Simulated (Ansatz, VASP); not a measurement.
# Two plane-wave programs on AlN

POSCAR

```
AlN
1.0
    3.1285881360      0.0000000000      0.0000000000
   -1.5642940680      2.7094368037      0.0000000000
    0.0000000000      0.0000000000      5.0169550000
Al N
2 2
Direct
    0.6666666700      0.3333333300      0.4992870000
    0.3333333300      0.6666666700      0.9992870000
    0.6666666700      0.3333333300      0.8807130000
    0.3333333300      0.6666666700      0.3807130000
```

INCAR.step1

```
ALGO     = Normal         # electronic algorithm
EDIFF    = 1E-4           # SCF threshold, eV
ENCUT    = 600            # plane-wave cutoff, eV
GGA      = PE             # functional
ISMEAR   = 0              # smearing method
LASPH    = T              # aspherical terms in the spheres
LCHARG   = F              # write CHGCAR
LREAL    = F              # projectors in reciprocal space
LWAVE    = T              # write WAVECAR
NELM     = 80             # most SCF steps
PREC     = Accurate       # precision mode
SIGMA    = 0.02           # smearing width, eV
```

Contents of INCAR.step2:

```
ALGO     = Normal         # electronic algorithm
EDIFF    = 1E-7           # SCF threshold, eV
EDIFFG   = -0.005         # ionic threshold
ENCUT    = 600            # plane-wave cutoff, eV
IBRION   = 2              # ionic algorithm
ISIF     = 3              # what is computed and relaxed
ISMEAR   = 0              # smearing method
ISTART   = 1            
LASPH    = T              # aspherical terms in the spheres
LCHARG   = F              # write CHGCAR
LMIXTAU  = T            
LREAL    = F              # projectors in reciprocal space
LWAVE    = F              # write WAVECAR
METAGGA  = R2SCAN         # meta-GGA
NELM     = 80             # most SCF steps
NSW      = 100            # ionic steps
PREC     = Accurate       # precision mode
SIGMA    = 0.02           # smearing width, eV
```

File KPOINTS:

```
k-points
0
Gamma
  9 9 6
```

Input for Ansatz:

```yaml
crystal:
  lattice:
    - [3.128588136, 0.0, 0.0]
    - [-1.564294068, 2.7094368037, 0.0]
    - [0.0, 0.0, 5.016955]
  atoms:
    - { symbol: Al, position: [0.66666667, 0.33333333, 0.499287] }
    - { symbol: Al, position: [0.33333333, 0.66666667, 0.999287] }
    - { symbol: "N", position: [0.66666667, 0.33333333, 0.880713] }
    - { symbol: "N", position: [0.33333333, 0.66666667, 0.380713] }
basis:
  ecutwfc: 500
kpoints:
  mp_grid: { grid: [9, 9, 6] }
hamiltonian:
  xc: r2scan
scf:
  occupations: { method: gaussian, width: 0.02 }
output:
  forces: true
  stress: true
  eigenvalues: true
relax:
  adjacent_minimum: "off"
  f_tol: 0.005
  max_steps: 80
  cell: { stress_tol: 0.05 }
```

Alike in both runs: task relaxation of cell and atoms; functional r2SCAN; k mesh 9 × 9 × 6; occupations gaussian, width 0.02 eV; no spin polarisation.

|  | VASP | Ansatz |
| --- | --- | --- |
| version | VASP 6.6.1 | Ansatz 0.2.0 |
| potentials or method | VASP PAW PBE potentials, release 64 (Al, N), cutoff 600 eV | scalar-relativistic, plane waves, PAW |
| valence electrons in the cell | 16 | 16 |

Ansatz gave:

| Property | Result |
| --- | --- |
| gap on the k mesh at the Fermi level, each at its own relaxed structure (eV) | 4.88 |
| relaxed volume (Å³/atom) | 10.40 |
| relaxed cell length with the largest relative difference (Å) | 4.979 |

Q: Estimate VASP's values.

A: gap on the k mesh at the Fermi level, each at its own relaxed structure (eV): 4.93; relaxed volume (Å³/atom): 10.39; relaxed cell length with the largest relative difference (Å): 4.976.

VASP's potentials were made for PBE, not for r2SCAN.
